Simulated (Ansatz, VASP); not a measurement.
**P in VASP and in Ansatz**

File POSCAR:

```
P
1.0
    1.6366841122     -5.4283585144      0.0000000000
    1.6366841122      5.4283585144      0.0000000000
    0.0000000000      0.0000000000      4.5131404726
P
4
Direct
    0.9041431300      0.0958568700      0.5888151700
    0.0958568700      0.9041431300      0.4111848300
    0.5958568700      0.4041431300      0.0888151700
    0.4041431300      0.5958568700      0.9111848300
```

Contents of INCAR.step1:

```
SYSTEM = P
PREC     = Accurate       ! precision mode
ENCUT    = 520            ! plane-wave cutoff, eV
ISMEAR   = -1             ! smearing method
SIGMA    = 0.05           ! smearing width, eV
LREAL    = .FALSE.        ! projectors in reciprocal space
LASPH    = .TRUE.         ! aspherical terms in the spheres
NELM     = 100            ! most SCF steps
NBANDS   = 18             ! bands
GGA      = PE             ! functional
ALGO     = Normal         ! electronic algorithm
EDIFF    = 1E-4           ! SCF threshold, eV
LWAVE    = .TRUE.         ! write WAVECAR
LCHARG   = .FALSE.        ! write CHGCAR
```

INCAR.step2

```
SYSTEM = P
PREC     = Accurate       ! precision mode
ENCUT    = 520            ! plane-wave cutoff, eV
EDIFF    = 1E-6           ! SCF threshold, eV
ISMEAR   = -1             ! smearing method
SIGMA    = 0.05           ! smearing width, eV
LREAL    = .FALSE.        ! projectors in reciprocal space
LASPH    = .TRUE.         ! aspherical terms in the spheres
NELM     = 100            ! most SCF steps
ALGO     = Normal         ! electronic algorithm
ISIF     = 2              ! what is computed and relaxed
LWAVE    = .FALSE.        ! write WAVECAR
LCHARG   = .TRUE.         ! write CHGCAR
METAGGA  = R2SCAN         ! meta-GGA
LMIXTAU  = .TRUE.       
LUSE_VDW = .TRUE.       
IVDW_NL  = 2            
BPARAM   = 11.95        
CPARAM   = 0.0093       
LELF     = .TRUE.         ! ELF
LVHAR    = .TRUE.       
NBANDS   = 18             ! bands
ISTART   = 1
```

KPOINTS

```
regular mesh
0
G
  8 8 6
  0 0 0
```

The input input.yaml:

```yaml
crystal:
  lattice:
    - [1.6366841122, -5.4283585144, 0.0]
    - [1.6366841122, 5.4283585144, 0.0]
    - [0.0, 0.0, 4.5131404726]
  atoms:
    - { symbol: P, position: [0.90414313, 0.09585687, 0.58881517] }
    - { symbol: P, position: [0.09585687, 0.90414313, 0.41118483] }
    - { symbol: P, position: [0.59585687, 0.40414313, 0.08881517] }
    - { symbol: P, position: [0.40414313, 0.59585687, 0.91118483] }
hamiltonian:
  xc: r2scan
  pseudopotentials: { kind: paw }
  dispersion: rvv10
kpoints:
  mp_grid: { grid: [8, 8, 6] }
scf:
  occupations: { method: fermi_dirac, width: 0.05 }
output:
  forces: true
  stress: true
  eigenvalues: true
```

Alike in both runs: task single point; functional r2SCAN; dispersion rVV10; k mesh 8 × 8 × 6; occupations fermi-dirac, width 0.05 eV; no spin polarisation.

```csv
,VASP,Ansatz
version,VASP 6.6.1,Ansatz 0.2.0
potentials or method,"VASP PAW PBE potentials, release 64 (P)",Ansatz PAW
plane-wave cutoff (eV),520,500
valence electrons in the cell,20,20
```

VASP gave:

| Item | Value |
| --- | --- |
| gap on the k mesh at the Fermi level (eV) | 0.19 |
| least direct gap on the mesh (eV) | 0.19 |
| pressure (GPa) | 1.0 |
| traceless stress, the component that is largest in VASP (GPa) | 0.47 |
| rms of the force components (eV/Å) | 0.127 |

Task: Estimate Ansatz's values.

Result: gap on the k mesh at the Fermi level (eV): 0.17; least direct gap on the mesh (eV): 0.17; pressure (GPa): 1.7; traceless stress, the component that is largest in VASP (GPa): 0.51; rms of the force components (eV/Å): 0.182.

VASP's potentials were made for PBE, not for r2SCAN. Atom by atom the forces differ by 0.056 eV/Å (rms over components).
